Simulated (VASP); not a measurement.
Here is a VASP 6.6.1 calculation.

File INCAR:

```
PREC = Accurate
ENCUT = 520
EDIFF = 1E-7
ISMEAR = -1
SIGMA = 0.02
LREAL = False
LASPH = True
NELM = 80
ALGO = Fast
ISIF = 2
LWAVE = False
LCHARG = False
GGA = PE
NBANDS = 11
```

Contents of KPOINTS:

```
regular mesh
0
Gamma
  24 24 24
```

File POSCAR:

```
Pt
1.0
    0.0000000000      1.8966751085      2.0863426194
    1.8966751085      0.0000000000      2.0863426194
    1.8966751085      1.8966751085      0.0000000000
Pt
1
Direct
    0.0000000000      0.0000000000      0.0000000000
```

Potentials or basis: VASP PAW PBE potentials, release 64 (Pt).

Launch:

```console
$ cat potpaw_PBE.64/Pt/POTCAR > POTCAR
$ mpirun -np 1 vasp_std > vasp.out
```

(1) Estimate the band gap on the k mesh.

(2) What does it give for the pressure?

Answers

(1) zero (bands 5 and 6 overlap by 2.67 eV).

(2) 12.1 GPa.

Caveat: the cell stands under pressure; spin-orbit coupling is left out, which moves the levels of the heavy elements.
